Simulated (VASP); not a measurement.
The system is BN.

```xyz
2
Lattice="0.0000 3.4953 2.1661 1.2516 0.0000 2.1661 1.2516 3.4953 0.0000" Properties=species:S:1:pos:R:3 pbc="T T T"
N     1.2516    3.4953    2.8881
B     1.2516    3.4953    0.0002
```

Base run:

```yaml
Program: VASP 6.6.1
Functional: PBE0
Potentials_or_basis: VASP PAW PBE potentials, release 64 (N, B)
Cutoff: 520 eV
k_mesh: 8 × 8 × 8
Occupations: fermi-dirac, width 0.05 eV
Spin: no spin polarisation
```

Its results: band gap on the k mesh 5.80 eV (least direct gap 6.93 eV); pressure -1.4 GPa; largest force 0.010 eV/Å.

The run is repeated on the same cell with these changes: functional from PBE0 to PBEsol; k mesh from 8 × 8 × 8 to 13 × 13 × 13. What comes out?

Band gap on the k mesh 3.79 eV (least direct gap 4.59 eV); pressure 0.9 GPa; largest force 0.010 eV/Å.

Several settings changed at once.

Caveats: the PAW data sets were made with another functional, which shifts forces and pressure a little.

A k mesh can miss the band edges.
